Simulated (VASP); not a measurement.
# SiC (P6_3mc) in VASP: further runs

The runs below take SiC through single point, with SVWN5.

All numbers are computed with VASP 6.6.1; they aren't measurements. Logs are shortened: lines on timing, memory, paths and dates and some standing lists are left out, and cuts for length are marked.

## 1. The cell of the first run

It takes space group P6_3mc (No. 186, hexagonal). The conventional cell has a = 3.013 Å, b = 3.013 Å, c = 9.865 Å, α = 90.00°, β = 90.00°, γ = 120.00°. Si (site symmetry 3m) has 4 C at 1.84 to 1.85 Å within 2.4 Å. Within 2.4 Å of Si (site symmetry 3m) lie 4 C at 1.85 to 1.86 Å. Within 2.4 Å of C (site symmetry 3m) lie 4 Si at 1.85 Å. Within 2.4 Å of C (site symmetry 3m) lie 4 Si at 1.84 to 1.86 Å.

## 2. Single point, SVWN5

Input file INCAR:

```
SYSTEM = SiC
PREC = Accurate
ENCUT = 520
EDIFF = 1E-6
ISMEAR = -1
SIGMA = 0.05
LREAL = .False.
LASPH = .True.
NELM = 80
ALGO = Normal
ISIF = 2
LWAVE = .False.
LCHARG = .False.
GGA = VW
NBANDS = 26
```

Input file KPOINTS:

```
regular mesh
0
Gamma
  10 10 3
  0 0 0
```

Input file POSCAR:

```
SiC
1.0
    3.0129072637      0.0000000000      0.0000000000
   -1.5064536318      2.6092542296      0.0000000000
    0.0000000000      0.0000000000      9.8650653976
Si C
4 4
Direct
    0.0000000000      0.0000000000      0.1878943800
    0.0000000000      0.0000000000      0.6878943800
    0.3333333333      0.6666666667      0.4378419800
    0.6666666667      0.3333333333      0.9378419800
    0.0000000000      0.0000000000      0.0004600500
    0.0000000000      0.0000000000      0.5004600500
    0.3333333333      0.6666666667      0.2498025900
    0.6666666667      0.3333333333      0.7498025900
```

Potentials or basis: VASP PAW PBE potentials, release 64 (Si, C).

Started as:

```bash
cat potpaw_PBE.64/Si/POTCAR potpaw_PBE.64/C/POTCAR > POTCAR
mpirun -np 1 vasp_std > vasp.out
```

OUTCAR:

```text
SYSTEM = SiC
   PREC = Accurate
   ENCUT = 520
   EDIFF = 1E-6
   ISMEAR = -1
   LREAL = .False.
   LASPH = .True.
   NELM = 80
   ISIF = 2
   GGA = VW

 ion  position               nearest neighbor table
   1  0.000  0.000  0.188-   7 1.84   7 1.84   7 1.84   5 1.85   3 3.02   3 3.02   3 3.02   4 3.02
                             4 3.02   4 3.02
   2  0.000  0.000  0.688-   8 1.84   8 1.84   8 1.84   6 1.85   4 3.02   4 3.02   4 3.02   3 3.02
                             3 3.02   3 3.02
   3  0.333  0.667  0.438-   6 1.85   6 1.85   6 1.85   7 1.86   1 3.02   1 3.02   1 3.02   2 3.02
                             2 3.02   2 3.02
   4  0.667  0.333  0.938-   5 1.85   5 1.85   5 1.85   8 1.86   2 3.02   2 3.02   2 3.02   1 3.02
                             1 3.02   1 3.02
   5  0.000  0.000  0.000-   4 1.85   4 1.85   4 1.85   1 1.85
   6  0.000  0.000  0.500-   3 1.85   3 1.85   3 1.85   2 1.85
   7  0.333  0.667  0.250-   1 1.84   1 1.84   1 1.84   3 1.86
   8  0.667  0.333  0.750-   2 1.84   2 1.84   2 1.84   4 1.86

  LATTYP: Found a hexagonal cell.
 ALAT       =     3.0129072637
 C/A-ratio  =     3.2742678530

  Lattice vectors:

 A1 = (   3.0129072637,   0.0000000000,   0.0000000000)
 A2 = (  -1.5064536318,   2.6092542296,   0.0000000000)
 A3 = (   0.0000000000,   0.0000000000,   9.8650653976)

Analysis of symmetry for initial positions (statically):
=====================================================================
 Subroutine PRICEL returns:
 Original cell was already a primitive cell.

 Routine SETGRP: Setting up the symmetry group for a
 hexagonal supercell.

 Subroutine GETGRP returns: Found 12 space group operations
 (whereof  6 operations were pure point group operations)
 out of a pool of 24 trial point group operations.

The static configuration has the point symmetry C_3v.
 The point group associated with its full space group is C_6v.

Analysis of symmetry for dynamics (positions and initial velocities):
=====================================================================
 Subroutine PRICEL returns:
 Original cell was already a primitive cell.

 Routine SETGRP: Setting up the symmetry group for a
 hexagonal supercell.

 Subroutine GETGRP returns: Found 12 space group operations
 (whereof  6 operations were pure point group operations)
 out of a pool of 24 trial point group operations.

The dynamic configuration has the point symmetry C_3v.
 The point group associated with its full space group is C_6v.

 Subroutine INISYM returns: Found 12 space group operations
 (whereof  6 operations are pure point group operations),
 and found     1 'primitive' translations

----------------------------------------------------------------------------------------

                                     Primitive cell

  volume of cell :      77.5536

  direct lattice vectors                    reciprocal lattice vectors
     3.012907264  0.000000000  0.000000000     0.331905337  0.191625636  0.000000000
    -1.506453632  2.609254230  0.000000000     0.000000000  0.383251271  0.000000000
     0.000000000  0.000000000  9.865065398     0.000000000  0.000000000  0.101367802

  length of vectors
     3.012907264  3.012907264  9.865065398     0.383251271  0.383251271  0.101367802

  position of ions in fractional coordinates (direct lattice)
     0.000000000  0.000000000  0.187894380
     0.000000000  0.000000000  0.687894380
     0.333333333  0.666666667  0.437841980
     0.666666667  0.333333333  0.937841980
     0.000000000  0.000000000  0.000460050
     0.000000000  0.000000000  0.500460050
     0.333333333  0.666666667  0.249802590
     0.666666667  0.333333333  0.749802590

  ion indices of the primitive-cell ions
   primitive index   ion index
                 1           1
                 2           2
                 3           3
                 4           4
                 5           5
                 6           6
                 7           7
                 8           8

----------------------------------------------------------------------------------------

 KPOINTS: regular mesh

Automatic generation of k-mesh.
 Grid dimensions read from file:
 generate k-points for:   10   10    3

 Generating k-lattice:

  Cartesian coordinates                     Fractional coordinates (reciprocal lattice)
     0.033190534  0.019162564  0.000000000     0.100000000  0.000000000  0.000000000
     0.000000000  0.038325127  0.000000000     0.000000000  0.100000000  0.000000000
     0.000000000  0.000000000  0.033789267     0.000000000  0.000000000  0.333333333

  Length of vectors
     0.038325127  0.038325127  0.033789267

  Shift w.r.t. Gamma in fractional coordinates (k-lattice)
     0.000000000  0.000000000  0.000000000

 Subroutine IBZKPT returns following result:
 ===========================================

 Found     28 irreducible k-points:

 Following reciprocal coordinates:
            Coordinates               Weight
  0.000000  0.000000  0.000000      1.000000
  0.100000 -0.000000  0.000000      6.000000
  0.200000 -0.000000  0.000000      6.000000
  0.300000 -0.000000  0.000000      6.000000
  0.400000 -0.000000  0.000000      6.000000
  0.500000 -0.000000  0.000000      3.000000
[... 16 lines left out ...]
  0.300000  0.100000  0.333333     24.000000
  0.400000  0.100000  0.333333     24.000000
 [... further k-points ...]
   k-points           NKPTS =     28   k-points in BZ     NKDIM =     28   number of bands    NBANDS=     26
   number of dos      NEDOS =    301   number of ions     NIONS =      8
   total plane-waves  NPLWV =  46080
   dimension x,y,z NGX =    24 NGY =   24 NGZ =   80
   dimension x,y,z NGXF=    48 NGYF=   48 NGZF=  160
   ions per type =               4   4
   NGX,Y,Z   is equivalent  to a cutoff of  13.24, 13.24, 13.48 a.u.
   NGXF,Y,Z  is equivalent  to a cutoff of  26.49, 26.49, 26.96 a.u.
 SYSTEM =  SiC
   PREC   = accura    normal or accurate (medium, high low for compatibility)
   ISTART =      0    job   : 0-new  1-cont  2-samecut
   ICHARG =      2    charge: 1-file 2-atom 10-const
   ISPIN  =      1    spin polarized calculation?
   LNONCOLLINEAR =      F non collinear calculations
   LSORBIT =      F    spin-orbit coupling
   LASPH  =      T    aspherical Exc in radial PAW
   ENCUT  =  520.0 eV  38.22 Ry    6.18 a.u.   5.60  5.60 18.34*2*pi/ulx,y,z
   NELM   =     80;   NELMIN=  2; NELMDL= -5     # of ELM steps
   EDIFF  = 0.1E-05   stopping-criterion for ELM
   LREAL  =      F    real-space projection
   EDIFFG = 0.1E-04   stopping-criterion for IOM
   NSW    =      0    number of steps for IOM
   IBRION =     -1    ionic relax: 0-MD 1-quasi-New 2-CG
   NFREE  =      0    steps in history (QN), initial steepest desc. (CG)
   ISIF   =      2    stress and relaxation
   ISYM   =      2    0-nonsym 1-usesym 2-fastsym
   POTIM  = 0.5000    time-step for ionic-motion
   TEBEG  =    0.0;   TEEND  =   0.0 temperature during run
   PSTRESS=    0.0 pullay stress
   NELECT =      32.0000    total number of electrons
   NUPDOWN=      -1.0000    fix difference up-down
   EMIN   =  10.00;   EMAX   =-10.00  energy-range for DOS
   EFERMI =   0.00;   METHOD = LEGACY
   ISMEAR =    -1;   SIGMA  =   0.05  broadening in eV -4-tet -1-fermi 0-gaus
   EFERMI_NEDOS =   21; number of points for ismear=-14 and -15
   IALGO  =     38    algorithm
   IMIX   =      4    mixing-type and parameters
     AMIX     =   0.40;   BMIX     =  1.00
     AMIX_MAG =   1.60;   BMIX_MAG =  1.00
  volume/ion in A,a.u.               =       9.69        65.42
  Fermi-wavevector in a.u.,A,eV,Ry     =   1.218777  2.303154 20.210318  1.485416
  Thomas-Fermi vector in A             =   2.354051
   LORBIT       =      0    0 simple, 1 ext, 2 COOP (PROOUT), +10 PAW based schemes
   GGA     = VW    functional components
   LHFCALC =     F    Hartree Fock is set to
   AEXX    =    0.0000 exact exchange contribution
   IVDW    =     0    specifies the selected vdW correction
   LEPSILON=     F    determine dielectric tensor
   LRPA    =     F    only Hartree local field effects (RPA)
 non-spin polarized calculation
  energy-cutoff  :      520.00
  volume of cell :       77.55
 maximum number of plane-waves:      2137
 NGX is ok and might be reduce to    24
   NGX = 11   NGY = 11   NGZ = 37

 number of electron      31.9999999 magnetization

 Free energy of the ion-electron system (eV)
  ---------------------------------------------------
  ext. energy  EPLUGINS =         0.00000000
  ---------------------------------------------------
  free energy    TOTEN  =       -66.26419295 eV

  energy without entropy =      -66.26419295  energy(sigma->0) =      -66.26419295

 E-fermi :   9.7311     XC(G=0): -11.8262

 val. band max:        8.7235905428   @ k =   0.0000   0.0000   0.0000
 cond. band min:      10.9123701175   @ k =   0.5000  -0.0000   0.0000
 fundamental gap:      2.1887795746
 Fermi energy:         9.7311495142

 k-point     1 :       0.0000    0.0000    0.0000
  band No.  band energies     occupation
      1      -7.2199      2.00000
      2      -5.9739      2.00000
      3      -5.9350      2.00000
      4      -3.3494      2.00000
      5      -0.3059      2.00000
      6       4.2257      2.00000
[... 18 lines left out ...]
     25      16.4955      0.00000
     26      17.0513      0.00000

 k-point     2 :       0.1000   -0.0000    0.0000
  band No.  band energies     occupation
      1      -7.0366      2.00000
      2      -5.7962      2.00000
      3      -5.7565      2.00000
      4      -3.1941      2.00000
      5      -0.1341      2.00000
      6       4.2893      2.00000
[... 18 lines left out ...]
     25      16.5937      0.00000
     26      16.9543      0.00000

 k-point     3 :       0.2000   -0.0000    0.0000
  band No.  band energies     occupation
      1      -6.4927      2.00000
      2      -5.2715      2.00000
      3      -5.2288      2.00000
      4      -2.7478      2.00000
      5       0.3630      2.00000
      6       4.0791      2.00000
[... 572 lines left out ...]
 k-point    23 :       0.3000    0.1000    0.3333
  band No.  band energies     occupation
      1      -4.8015      2.00000
      2      -4.4100      2.00000
      3      -2.9756      2.00000
      4      -2.1555      2.00000
      5       1.2135      2.00000
      6       1.5091      2.00000
[... 18 lines left out ...]
     25      17.3541      0.00000
     26      18.4320      0.00000

 k-point    24 :       0.4000    0.1000    0.3333
  band No.  band energies     occupation
      1      -3.6397      2.00000
      2      -3.3240      2.00000
      3      -2.3415      2.00000
      4      -1.9443      2.00000
      5       0.2517      2.00000
      6       0.6660      2.00000
[... 18 lines left out ...]
     25      17.0261      0.00000
     26      17.8914      0.00000

 [... further k-points ...]
[... 5 lines left out ...]
  --------------------------------------------------------------------------------------
  -------------------------------------------------------------------------------------
  Total        6.1443765      6.1443765      6.0135172      0.0000000      0.0000000     -0.0000000
  in kB      126.9364281    126.9364281    124.2330102      0.0000000      0.0000000     -0.0000000
  external PRESSURE =     126.0352888 kB  Pullay stress =       0.0000000 kB

 VOLUME and BASIS-vectors are now :
 -----------------------------------------------------------------------------
  energy-cutoff  :      520.00
  volume of cell :       77.55
      direct lattice vectors                 reciprocal lattice vectors
     3.012907264  0.000000000  0.000000000     0.331905337  0.191625636  0.000000000
    -1.506453632  2.609254230  0.000000000     0.000000000  0.383251271  0.000000000
     0.000000000  0.000000000  9.865065398     0.000000000  0.000000000  0.101367802

 POSITION                                       TOTAL-FORCE (eV/Angst)
 -----------------------------------------------------------------------------------
      0.00000      0.00000      1.85359        -0.000000     -0.000000      0.003761
      0.00000      0.00000      6.78612         0.000000      0.000000      0.003761
     -0.00000      1.73950      4.31934         0.000000      0.000000     -0.017509
      1.50645      0.86975      9.25187         0.000000     -0.000000     -0.017509
      0.00000      0.00000      0.00454        -0.000000      0.000000      0.000459
      0.00000      0.00000      4.93707         0.000000      0.000000      0.000459
     -0.00000      1.73950      2.46432        -0.000000      0.000000      0.013289
      1.50645      0.86975      7.39685         0.000000     -0.000000      0.013289
 -----------------------------------------------------------------------------------
    total drift:                               -0.000000     -0.000000      0.000559

  FREE ENERGIE OF THE ION-ELECTRON SYSTEM (eV)
  ---------------------------------------------------
  free  energy   TOTEN  =       -66.2641929454 eV

  energy  without entropy=      -66.2641929454  energy(sigma->0) =      -66.26419295
```

Wall time 42 s (1 thread of Intel Xeon Platinum 8488C (Sapphire Rapids), shared host); peak memory 0.18 GiB.

Results:

```
Free energy            : -66.2642 eV
Pressure               : 12.6 GPa
Largest force          : 0.018 eV/Å
Band gap on the k mesh : 2.19 eV, indirect (least direct gap 3.34 eV)
```

Forces in eV/Å, atoms in the order of the input:
```
Si   0.000  0.000  0.004
Si   0.000  0.000  0.004
Si   0.000  0.000 -0.018
Si   0.000  0.000 -0.018
C    0.000  0.000  0.000
C    0.000  0.000  0.000
C    0.000  0.000  0.013
C    0.000  0.000  0.013
```

Caveat: the PAW data sets were made with another functional, which shifts forces and pressure a little. A k mesh can miss the band edges.

## 3. Single point, SVWN5

This run uses another cell than the first one, of 9.90 Å³/atom, 1.021 times its volume.

Input file INCAR:

```
ALGO = Normal
EDIFF = 1E-7
ENCUT = 520
GGA = VW
ISIF = 2
ISMEAR = -1
LASPH = T
LCHARG = F
LREAL = F
LWAVE = F
NBANDS = 26
NELM = 60
PREC = Accurate
SIGMA = 0.05
```

Input file KPOINTS:

```
k-points
0
Gamma
  10 10 3
```

Edit POSCAR of step 2 so:

```diff
@@ -2,5 +2,5 @@
 1.0
-    3.0129072637      0.0000000000      0.0000000000
-   -1.5064536318      2.6092542296      0.0000000000
-    0.0000000000      0.0000000000      9.8650653976
+    3.0341256196      0.0000000000      0.0000000000
+   -1.5170628097      2.6276298648      0.0000000000
+    0.0000000000      0.0000000000      9.9345399781
 Si C
```

Potentials or basis: VASP PAW PBE potentials, release 64 (Si, C).

Started as:

```bash
cat potpaw_PBE.64/Si/POTCAR potpaw_PBE.64/C/POTCAR > POTCAR
mpirun -np 1 vasp_std > vasp.out
```

It took 40 s on 1 thread of Intel Xeon Platinum 8488C (Sapphire Rapids), shared host; peak memory 0.18 GiB.

The run converged. Its results:

```yaml
Free_energy: -66.3652 eV
Pressure: 7.0 GPa
Largest_force: 0.010 eV/Å
Band_gap_on_the_k_mesh: 2.19 eV, indirect (least direct gap 3.33 eV)
```

Forces in eV/Å, atoms in the order of the input:
```
Si   0.000  0.000  0.000
Si   0.000  0.000  0.000
Si   0.000  0.000 -0.010
Si   0.000  0.000 -0.010
C    0.000  0.000  0.000
C    0.000  0.000  0.000
C    0.000  0.000  0.009
C    0.000  0.000  0.009
```

Stress tensor (GPa, compression positive):
```
7.08 0.00 0.00
0.00 7.08 0.00
0.00 0.00 6.89
```

Levels at points of the mesh, in eV from the valence-band top:
| k point | band 13 | band 14 | band 15 | band 16 | band 17 | band 18 | band 19 | band 20 |
| --- | --- | --- | --- | --- | --- | --- | --- | --- |
| (0.00, 0.00, 0.00) | -0.60 | -0.06 | 0.00 | 0.00 | 5.43 | 6.00 | 6.64 | 6.81 |
| (0.50, 0.00, 0.00) | -2.44 | -2.28 | -1.63 | -1.15 | 2.19 | 2.33 | 4.26 | 4.92 |

Caveat: the PAW data sets were made with another functional, which shifts forces and pressure a little. A k mesh can miss the band edges.

(Part 1 of 2 ends here.)
